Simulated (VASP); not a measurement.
Set up this calculation in VASP 6.6.1, as the native input.

```
Task                   : single point
Functional             : PBE
Potentials or basis    : VASP PAW PBE potentials, release 64 (Ba_sv, Ti_sv, O)
Cutoff                 : 520 eV
k mesh                 : 6 × 6 × 2
Occupations            : gaussian, width 0.05 eV
Spin                   : no spin polarisation
Dipole correction      : no
Further INCAR settings : LREAL = Auto; ALGO = Normal; EDIFF = 1e-06; NBANDS = 73
```

The structure of BaTiO3 lies in POSCAR:

```
BaTiO3
1.0
    2.8630706609     -1.6529946168     -2.3563003513
    0.0000000000      3.3059892335     -2.3563003513
   10.0071492233      5.7776302979      8.2174967075
Ba Ti O
3 3 9
Direct
    0.9929939882      0.9929939882      0.7897162146
    0.9944815466      0.9944815466      0.2170855704
    0.9937377674      0.9937377674      0.5034008925
    0.4806098505      0.4806098505      0.0780030352
    0.4798660713      0.4798660713      0.3643183573
    0.4791222921      0.4791222921      0.6506336794
    0.5114264213      0.0220500010      0.0691863365
    0.5106826421      0.0213062218      0.3555016586
    0.5099388629      0.0205624426      0.6418169807
    0.0220500010      0.5114264213      0.0691863365
    0.0213062218      0.5106826421      0.3555016586
    0.0205624426      0.5099388629      0.6418169807
    0.5110624333      0.5110624333      0.2093023039
    0.5103186541      0.5103186541      0.4956176260
    0.5095748749      0.5095748749      0.7819329481
```

This cell differs from its parent crystal: the distance across one plane changed.

One way to write it, as run:

INCAR

```
SYSTEM = BaTiO3
  ALGO = Normal
  EDIFF = 1E-6
  ENCUT = 520
  GGA = PE
  ISIF = 2
  ISMEAR = 0
  LASPH = .TRUE.
  LCHARG = .TRUE.
  LELF = .TRUE.
  LREAL = Auto
  LVHAR = .TRUE.
  LWAVE = .FALSE.
  NBANDS = 73
  NELM = 100
  PREC = Accurate
  SIGMA = 0.05
```

KPOINTS

```
k-points
0
G
  6 6 2
  0 0 0
```

Potentials or basis: VASP PAW PBE potentials, release 64 (Ba_sv, Ti_sv, O).

Run with:

```bash
$ cat potpaw_PBE.64/Ba_sv/POTCAR potpaw_PBE.64/Ti_sv/POTCAR potpaw_PBE.64/O/POTCAR > POTCAR
$ mpirun -np 1 vasp_std > vasp.out
```

Results of the run:

| Property | Result |
| --- | --- |
| Pressure | -1.8 GPa |
| Largest force | 1.335 eV/Å |
| Band gap on the k mesh | 0.88 eV (least direct gap 1.80 eV) |

Caveat: the cell differs from its parent crystal (the distance across one plane changed); spin-orbit coupling is left out, which moves the levels of the heavy elements; forces of over 1 eV/Å act on the atoms, so gaps and moduli don't describe the material at rest.

Run time: 5.9 min on 1 thread of AMD EPYC 9R45 96-Core Processor (Zen 5), with other jobs on the host, peak memory 0.44 GiB.
